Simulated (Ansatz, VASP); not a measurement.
**One calculation of Al, two programs**

Contents of POSCAR:

```
Al
1.0
    2.8221979695      0.0000000000      0.0000000000
   -1.4110989848      2.4440951361      0.0000000000
    0.0000000000      0.0000000000      9.2620593401
Al
4
Direct
    0.0000000000      0.0000000000      0.0323902049
    0.3333333333      0.6666666667      0.2500000000
    0.0000000000      0.0000000000      0.5000000000
    0.6666666667      0.3333333333      0.7500000000
```

File INCAR.step1:

```
SYSTEM = Al
ALGO = Normal
EDIFF = 1E-4
ENCUT = 520
GGA = PE
ISMEAR = 0
LASPH = .True.
LCHARG = .False.
LREAL = .False.
LWAVE = .True.
NBANDS = 14
NELM = 80
PREC = Accurate
SIGMA = 0.15
```

INCAR.step2

```
SYSTEM = Al
ALGO = Normal
EDIFF = 1E-7
ENCUT = 520
ISIF = 2
ISMEAR = 0
ISTART = 1
LASPH = .True.
LCHARG = .True.
LELF = .True.
LMIXTAU = .True.
LREAL = .False.
LVHAR = .True.
LWAVE = .False.
METAGGA = R2SCAN
NBANDS = 14
NELM = 80
PREC = Accurate
SIGMA = 0.15
```

Contents of KPOINTS:

```
k-points
0
Gamma
  18 18 6
  0 0 0
```

Input for Ansatz:

```yaml
crystal:
  lattice:
    - [2.8221979695, 0.0, 0.0]
    - [-1.4110989848, 2.4440951361, 0.0]
    - [0.0, 0.0, 9.2620593401]
  atoms:
    - { symbol: Al, position: [0.0, 0.0, 0.0323902049] }
    - { symbol: Al, position: [0.3333333333, 0.6666666667, 0.25] }
    - { symbol: Al, position: [0.0, 0.0, 0.5] }
    - { symbol: Al, position: [0.6666666667, 0.3333333333, 0.75] }
basis:
  ecutwfc: 500
kpoints:
  mp_grid: { grid: [18, 18, 6] }
hamiltonian:
  xc: r2scan
scf:
  occupations: { method: gaussian, width: 0.15 }
output:
  forces: true
  stress: true
  eigenvalues: true
```

Alike in both runs: task single point; functional r2SCAN; k mesh 18 × 18 × 6; occupations gaussian, width 0.15 eV; no spin polarisation.

|  | VASP | Ansatz |
| --- | --- | --- |
| version | VASP 6.6.1 | Ansatz 0.2.0 |
| potentials or method | VASP PAW PBE potentials, release 64 (Al), cutoff 520 eV | scalar-relativistic, plane waves, PAW |
| valence electrons in the cell | 12 | 12 |

VASP gave:

| Item | Value |
| --- | --- |
| gap on the k mesh at the Fermi level (eV) | none |
| pressure (GPa) | 1.8 |
| traceless stress, the component that is largest in VASP (GPa) | 1.40 |
| rms of the force components (eV/Å) | 0.690 |

Question: What did Ansatz give for the same quantities?

Answer: gap on the k mesh at the Fermi level (eV): none; pressure (GPa): 2.2; traceless stress, the component that is largest in VASP (GPa): 1.39; rms of the force components (eV/Å): 0.692.

VASP's potentials were made for PBE, not for r2SCAN. Atom by atom the forces differ by 0.003 eV/Å (rms over components). A gap of «none» marks a metal or a gap that the smearing closes.
